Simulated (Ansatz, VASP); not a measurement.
SbC in VASP and in Ansatz

The input INCAR:

```
PREC     = Accurate       # precision mode
ENCUT    = 600            # plane-wave cutoff, eV
EDIFF    = 1E-6           # SCF threshold, eV
ISMEAR   = -1             # smearing method
SIGMA    = 0.05           # smearing width, eV
LREAL    = False          # projectors in reciprocal space
LASPH    = True           # aspherical terms in the spheres
NELM     = 80             # most SCF steps
ALGO     = Normal         # electronic algorithm
ISIF     = 3              # what is computed and relaxed
LWAVE    = False          # write WAVECAR
LCHARG   = False          # write CHGCAR
GGA      = PE             # functional
IBRION   = 2              # ionic algorithm
NSW      = 60             # ionic steps
EDIFFG   = -0.01          # ionic threshold
```

KPOINTS

```
Automatic mesh
0
Gamma
  9 9 9
```

Contents of POSCAR:

```
SbC
1.0
    3.1146800000      0.0000000000      0.0000000000
    0.0000000000      3.1146800000      0.0000000000
    0.0000000000      0.0000000000      3.1146800000
Sb C
1 1
Direct
    0.5000000000      0.5000000000      0.5000000000
    0.0000000000      0.0000000000      0.0000000000
```

The input input.yaml:

```yaml
crystal:
  lattice:
    - [3.11468, 0.0, 0.0]
    - [0.0, 3.11468, 0.0]
    - [0.0, 0.0, 3.11468]
  atoms:
    - { symbol: Sb, position: [0.5, 0.5, 0.5] }
    - { symbol: C, position: [0.0, 0.0, 0.0] }
hamiltonian:
  xc: pbe
  pseudopotentials: { kind: paw }
kpoints:
  mp_grid: { grid: [9, 9, 9] }
scf:
  occupations: { method: fermi_dirac, width: 0.05 }
output:
  forces: true
  stress: true
  eigenvalues: true
relax:
  f_tol: 0.01
  max_steps: 40
  cell: { stress_tol: 0.05 }
```

Alike in both runs: task relaxation of cell and atoms; functional PBE; k mesh 9 × 9 × 9; occupations fermi-dirac, width 0.05 eV; no spin polarisation.

```csv
,VASP,Ansatz
version,VASP 6.6.1,Ansatz 0.2.0
potentials or method,"VASP PAW PBE potentials, release 64 (Sb, C)",Ansatz PAW
plane-wave cutoff (eV),600,420
valence electrons in the cell,9,19
```

Ansatz gave:

| Item | Value |
| --- | --- |
| gap on the k mesh at the Fermi level, each at its own relaxed structure (eV) | none |
| relaxed volume (Å³/atom) | 15.02 |
| relaxed cell length with the largest relative difference (Å) | 3.109 |

Problem. What did VASP give for the same quantities?

Solution. gap on the k mesh at the Fermi level, each at its own relaxed structure (eV): none; relaxed volume (Å³/atom): 14.95; relaxed cell length with the largest relative difference (Å): 3.104.

A gap of «none» marks a metal or a gap that the smearing closes. VASP's potentials hold 9 valence electrons a cell and Ansatz's 19, so a difference there can come from the potentials and not from the codes.

Neither program's run includes spin-orbit coupling. Noted on VASP's run: too few bands were computed for a metal, which touches its energy and stress. Noted on Ansatz's run: the plane-wave basis is chosen anew once the cell has moved, so the energies of steps on either side of that aren't comparable.
